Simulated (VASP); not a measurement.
# WSe2 in VASP: single point with PBEsol

Aim: the single point of WSe2 with PBEsol.

Everything below comes from runs of VASP 6.6.1. Logs are shortened: lines on timing, memory, paths and dates and some standing lists are left out, and cuts for length are marked.

### 1 The cell of the first run

The cell holds a sheet with vacuum, 3 atoms: a = 3.315 Å, b = 3.315 Å, c = 30.500 Å, α = 90.00°, β = 90.00°, γ = 120.00°.

### 2 Single point, PBEsol

Contents of INCAR:

```
SYSTEM = WSe2
  PREC = Accurate
  ENCUT = 520
  EDIFF = 1E-6
  ISMEAR = 0
  SIGMA = 0.02
  LREAL = .False.
  LASPH = .True.
  NELM = 60
  ALGO = Normal
  ISIF = 2
  LWAVE = .False.
  LCHARG = .False.
  LDIPOL = .True.
  IDIPOL = 3
  DIPOL = 0.5 0.5 0.350
  GGA = PS
  NBANDS = 20
```

Contents of KPOINTS:

```
Automatic mesh
0
Gamma
  12 12 1
  0 0 0
```

Contents of POSCAR:

```
WSe2
1.0
    3.3148200000      0.0000000000      0.0000000000
   -1.6574100000      2.8707183290      0.0000000000
    0.0000000000      0.0000000000     30.5000000040
Se W
2 1
Direct
    0.6666666667      0.3333333333      0.2957059139
    0.6666666667      0.3333333333      0.4042940860
    0.3333333333      0.6666666667      0.3500000000
```

Potentials or basis: VASP PAW PBE potentials, release 64 (Se, W_sv).

Run with:

```bash
$ cat potpaw_PBE.64/Se/POTCAR potpaw_PBE.64/W_sv/POTCAR > POTCAR
$ mpirun -np 1 vasp_std > vasp.out
```

OUTCAR:

```text
SYSTEM = WSe2
   PREC = Accurate
   ENCUT = 520
   EDIFF = 1E-6
   ISMEAR = 0
   LREAL = .False.
   LASPH = .True.
   NELM = 60
   ISIF = 2
   GGA = PS

 ion  position               nearest neighbor table
   1  0.667  0.333  0.296-   3 2.53   3 2.53   3 2.53
   2  0.667  0.333  0.404-   3 2.53   3 2.53   3 2.53
   3  0.333  0.667  0.350-   2 2.53   2 2.53   2 2.53   1 2.53   1 2.53   1 2.53

  LATTYP: Found a hexagonal cell.
 ALAT       =     3.3148200000
 C/A-ratio  =     9.2011029269

  Lattice vectors:

 A1 = (   3.3148200000,   0.0000000000,   0.0000000000)
 A2 = (  -1.6574100000,   2.8707183290,   0.0000000000)
 A3 = (   0.0000000000,   0.0000000000,  30.5000000040)

Analysis of symmetry for initial positions (statically):
=====================================================================
 Subroutine PRICEL returns:
 Original cell was already a primitive cell.

 Routine SETGRP: Setting up the symmetry group for a
 hexagonal supercell.

 Subroutine GETGRP returns: Found 12 space group operations
 (whereof  6 operations were pure point group operations)
 out of a pool of 24 trial point group operations.

The static configuration has the point symmetry C_3v.
 The point group associated with its full space group is D_3h.

Analysis of symmetry for dynamics (positions and initial velocities):
=====================================================================
 Subroutine PRICEL returns:
 Original cell was already a primitive cell.

 Routine SETGRP: Setting up the symmetry group for a
 hexagonal supercell.

 Subroutine GETGRP returns: Found 12 space group operations
 (whereof  6 operations were pure point group operations)
 out of a pool of 24 trial point group operations.

The dynamic configuration has the point symmetry C_3v.
 The point group associated with its full space group is D_3h.

 Subroutine INISYM returns: Found 12 space group operations
 (whereof  6 operations are pure point group operations),
 and found     1 'primitive' translations

----------------------------------------------------------------------------------------

                                     Primitive cell

  volume of cell :     290.2354

  direct lattice vectors                    reciprocal lattice vectors
     3.314820000  0.000000000  0.000000000     0.301675506  0.174172434  0.000000000
    -1.657410000  2.870718329  0.000000000     0.000000000  0.348344869  0.000000000
[... 86 lines left out ...]
   NFREE  =      0    steps in history (QN), initial steepest desc. (CG)
   ISIF   =      2    stress and relaxation
   ISYM   =      2    0-nonsym 1-usesym 2-fastsym
   POTIM  = 0.5000    time-step for ionic-motion
   TEBEG  =    0.0;   TEEND  =   0.0 temperature during run
   PSTRESS=    0.0 pullay stress
   NELECT =      26.0000    total number of electrons
   NUPDOWN=      -1.0000    fix difference up-down
   EMIN   =  10.00;   EMAX   =-10.00  energy-range for DOS
   EFERMI =   0.00;   METHOD = LEGACY
   ISMEAR =     0;   SIGMA  =   0.02  broadening in eV -4-tet -1-fermi 0-gaus
   EFERMI_NEDOS =   21; number of points for ismear=-14 and -15
   IALGO  =     38    algorithm
   IMIX   =      4    mixing-type and parameters
     AMIX     =   0.40;   BMIX     =  1.00
     AMIX_MAG =   1.60;   BMIX_MAG =  1.00
  volume/ion in A,a.u.               =      96.75       652.87
  Fermi-wavevector in a.u.,A,eV,Ry     =   0.732514  1.384250  7.300566  0.536576
  Thomas-Fermi vector in A             =   1.824996
   LORBIT       =      0    0 simple, 1 ext, 2 COOP (PROOUT), +10 PAW based schemes
   GGA     = PS    functional components
   LHFCALC =     F    Hartree Fock is set to
   AEXX    =    0.0000 exact exchange contribution
   IVDW    =     0    specifies the selected vdW correction
   LEPSILON=     F    determine dielectric tensor
   LRPA    =     F    only Hartree local field effects (RPA)
 non-spin polarized calculation
 Gauss-broadening in eV      SIGMA  =   0.02
  energy-cutoff  :      520.00
  volume of cell :      290.24
 maximum number of plane-waves:      7866
 NGX is ok and might be reduce to    28
   NGX = 13   NGY = 13   NGZ =113

 dipolmoment           0.000000      0.000000     -0.000000 electrons x Angstroem

 number of electron      25.9999999 magnetization

 dipolmoment           0.000000      0.000000      0.000000 electrons x Angstroem

 Free energy of the ion-electron system (eV)
  ---------------------------------------------------
  ext. energy  EPLUGINS =         0.00000000
  ---------------------------------------------------
  free energy    TOTEN  =       -23.22125807 eV

  energy without entropy =      -23.22125807  energy(sigma->0) =      -23.22125807

 E-fermi :  -2.6997     XC(G=0):  -2.6367

 val. band max:       -2.8922530729   @ k =   0.3333   0.3333   0.0000
 cond. band min:      -1.3799463923   @ k =   0.3333   0.3333   0.0000
 fundamental gap:      1.5123066806
 Fermi energy:        -2.6996759808

 k-point     1 :       0.0000    0.0000    0.0000
  band No.  band energies     occupation
      1     -76.8757      2.00000
      2     -41.1097      2.00000
      3     -41.0038      2.00000
      4     -41.0038      2.00000
      5     -17.6600      2.00000
      6     -16.3392      2.00000
[... 426 lines left out ...]
     19       3.5150      0.00000
     20       5.8254      0.00000

------------------------ aborting loop because EDIFF is reached ----------------------------------------

 vacuum level on the upper side and lower side of the slab       (xc-potential included)        -0.008        -0.008

  FORCE on cell =-STRESS in cart. coord.  units (eV):
  Direction    XX          YY          ZZ          XY          YZ          ZX
  --------------------------------------------------------------------------------------
  -------------------------------------------------------------------------------------
  Total       -1.0330048     -1.0330048      0.1832689      0.0000000      0.0000000      0.0000000
  in kB       -5.7024638     -5.7024638      1.0116938      0.0000000      0.0000000      0.0000000
  external PRESSURE =      -3.4644113 kB  Pullay stress =       0.0000000 kB

 VOLUME and BASIS-vectors are now :
 -----------------------------------------------------------------------------
  energy-cutoff  :      520.00
  volume of cell :      290.24
      direct lattice vectors                 reciprocal lattice vectors
     3.314820000  0.000000000  0.000000000     0.301675506  0.174172434  0.000000000
    -1.657410000  2.870718329  0.000000000     0.000000000  0.348344869  0.000000000
     0.000000000  0.000000000 30.500000004     0.000000000  0.000000000  0.032786885

 POSITION                                       TOTAL-FORCE (eV/Angst)
 -----------------------------------------------------------------------------------
      1.65741      0.95691      9.01903        -0.000000     -0.000000     -0.058523
      1.65741      0.95691     12.33097         0.000000      0.000000      0.058523
     -0.00000      1.91381     10.67500        -0.000000     -0.000000     -0.000000
 -----------------------------------------------------------------------------------
    total drift:                                0.000000     -0.000000      0.000002

  FREE ENERGIE OF THE ION-ELECTRON SYSTEM (eV)
  ---------------------------------------------------
  free  energy   TOTEN  =       -23.2212580660 eV

  energy  without entropy=      -23.2212580660  energy(sigma->0) =      -23.22125807

 vacuum level on the upper side and lower side of the slab         2.300         2.300
```

OSZICAR:

```text
N       E                     dE             d eps       ncg     rms          rms(c)
DAV:   1     0.170775691324E+03    0.17078E+03   -0.12477E+04   928   0.966E+02
DAV:   2    -0.768583760675E+01   -0.17846E+03   -0.17408E+03  1088   0.207E+02
DAV:   3    -0.240234512803E+02   -0.16338E+02   -0.16276E+02  1060   0.628E+01
[... 14 lines left out ...]
DAV:  18    -0.232212418671E+02   -0.18951E-04   -0.69318E-07   768   0.222E-03    0.765E-04
DAV:  19    -0.232212499473E+02   -0.80803E-05   -0.24423E-07   788   0.126E-03    0.692E-04
DAV:  20    -0.232212542315E+02   -0.42842E-05   -0.98995E-08   676   0.857E-04    0.400E-04
DAV:  21    -0.232212571921E+02   -0.29605E-05   -0.87349E-08   724   0.664E-04    0.159E-04
DAV:  22    -0.232212580660E+02   -0.87398E-06   -0.67743E-09   552   0.315E-04
   1 F= -.23221258E+02 E0= -.23221258E+02  d E =-.850313E-44
```

Wall time 2.5 min (1 thread of Intel Xeon Platinum 8488C (Sapphire Rapids), shared host); peak memory 0.5 GiB.

Results:

| Item | Value |
| --- | --- |
| Free energy | -23.2213 eV |
| Largest force | 0.059 eV/Å |
| Band gap on the k mesh | 1.51 eV, direct |

Forces in eV/Å, atoms in the order of the input:
```
Se   0.000  0.000 -0.059
Se   0.000  0.000  0.059
W    0.000  0.000  0.000
```

Levels at points of the mesh, in eV from the valence-band top:
| k point | band 10 | band 11 | band 12 | band 13 | band 14 | band 15 | band 16 | band 17 |
| --- | --- | --- | --- | --- | --- | --- | --- | --- |
| (0.00, 0.00, 0.00) | -2.07 | -1.28 | -1.28 | -0.24 | 2.95 | 2.95 | 3.18 | 3.18 |
| (0.50, 0.00, 0.00) | -3.03 | -2.04 | -0.97 | -0.96 | 2.36 | 2.76 | 3.74 | 4.36 |

Caveat: the PAW data sets were made with another functional, which shifts forces and pressure a little; spin-orbit coupling is left out, which moves the levels of the heavy elements.
